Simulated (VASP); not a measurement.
Wanted: the native input for a VASP 6.6.1 run.

```
Task                   : single point
Functional             : PBE
Potentials or basis    : VASP PAW PBE potentials, release 64 (Mg, Si)
Cutoff                 : 520 eV
k mesh                 : 18 × 18 × 6
Occupations            : gaussian, width 0.1 eV
Spin                   : no spin polarisation
Dipole correction      : no
Further INCAR settings : ALGO = Fast; EDIFF = 1e-06; NBANDS = 13
```

The structure of Mg3Si lies in POSCAR:

```
Mg3Si
1.0
    3.1511474988      0.0000000000      0.0000000000
   -1.5755737494      2.7289737850      0.0000000000
    0.0000000000      0.0000000000      9.5503373799
Mg Si
3 1
Direct
    0.3333333333      0.6666666667      0.7264430730
    0.0000000000      0.0000000000      0.0000000000
    0.3333333333      0.6666666667      0.2735569270
    0.0000000000      0.0000000000      0.5000000000
```

The cell was built from a structure type or drawn by symmetry, and may not be a known phase.

The input as run:

INCAR

```
PREC = Accurate
ENCUT = 520
EDIFF = 1E-6
ISMEAR = 0
SIGMA = 0.1
LREAL = F
LASPH = T
NELM = 100
ALGO = Fast
ISIF = 2
LWAVE = F
LCHARG = F
GGA = PE
NBANDS = 13
```

KPOINTS

```
Automatic mesh
0
Gamma
  18 18 6
```

Potentials or basis: VASP PAW PBE potentials, release 64 (Mg, Si).

Launch:

```bash
$ cat potpaw_PBE.64/Mg/POTCAR potpaw_PBE.64/Si/POTCAR > POTCAR
$ mpirun -np 1 vasp_std > vasp.out
```

Results of the run:

```json
{
 "Pressure": "-0.1 GPa",
 "Band gap on the k mesh": "zero (bands 5 and 6 overlap by 2.60 eV)"
}
```

Wall time 3.2 min on 1 thread of Intel Xeon 8259CL, on a shared host, peak memory 0.31 GiB.
